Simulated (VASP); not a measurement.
Here is a VASP 6.6.1 calculation.

The input INCAR:

```
SYSTEM = C
ALGO = Normal
EDIFF = 1E-6
ENCUT = 600
GGA = PS
GGA_COMPAT = .FALSE.
ISIF = 2
ISMEAR = 0
LASPH = .TRUE.
LCHARG = .TRUE.
LELF = .TRUE.
LREAL = .FALSE.
LVHAR = .TRUE.
LWAVE = .FALSE.
NBANDS = 16
NELM = 120
PREC = Accurate
SIGMA = 0.01
```

KPOINTS

```
k-points
0
G
  10 10 4
  0 0 0
```

File POSCAR:

```
C
1.0
    2.4545482612      0.0000000000      0.0000000000
   -1.2272741306      2.1257011491      0.0000000000
    0.0000000000      0.0000000000      6.6175372803
C
4
Direct
    0.0000000000      0.0000000000      0.0025000000
    0.0000000000      0.0000000000      0.5025000000
    0.3333333333      0.6666666667      0.0025000000
    0.6666666667      0.3333333333      0.5025000000
```

Potentials or basis: VASP PAW PBE potentials, release 64 (C).

The run is started by

```console
$ cat potpaw_PBE.64/C/POTCAR > POTCAR
$ mpirun -np 1 vasp_std > vasp.out
```

Estimate the pressure.

2.3 GPa.

Stress tensor (GPa, compression positive):
```
2.56 0.00 0.00
0.00 2.56 0.00
0.00 0.00 1.67
```

Caveat: this functional lacks dispersion, which binds the layers, so the pressure and a relaxed spacing across them are unreliable; the PAW data sets were made with another functional, which shifts forces and pressure a little.
